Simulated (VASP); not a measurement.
SrO:

```
Sr O
1.0
     0.00931    2.80159    2.80159
     2.80159    0.00931    2.80159
     2.80159    2.80159    0.00931
Sr O
1 1
Direct
  0.00029 0.00029 0.00029
  0.24971 0.24971 0.24971
```

This cell differs from its parent crystal: strain along [111] +0.5%.

Base run:

- Program: VASP 6.6.1
- Functional: PBE
- Potentials or basis: VASP PAW PBE potentials, release 64 (Sr_sv, O)
- Cutoff: 520 eV
- k mesh: 8 × 8 × 8
- Occupations: fermi-dirac, width 0.02 eV
- Spin: no spin polarisation

Its results: band gap on the k mesh 2.51 eV, indirect (least direct gap 3.34 eV); pressure 1.1 GPa.

Question: The run is repeated on the same cell with these changes: functional from PBE to r2SCAN; occupations from fermi-dirac, width 0.02 eV to gaussian, width 0.01 eV. What comes out?

Answer: Band gap on the k mesh 2.89 eV, indirect (least direct gap 3.72 eV); pressure 0.1 GPa.

Caveats: the PAW data sets were made with another functional, which shifts forces and pressure a little (some runs).

A k mesh can miss the band edges.
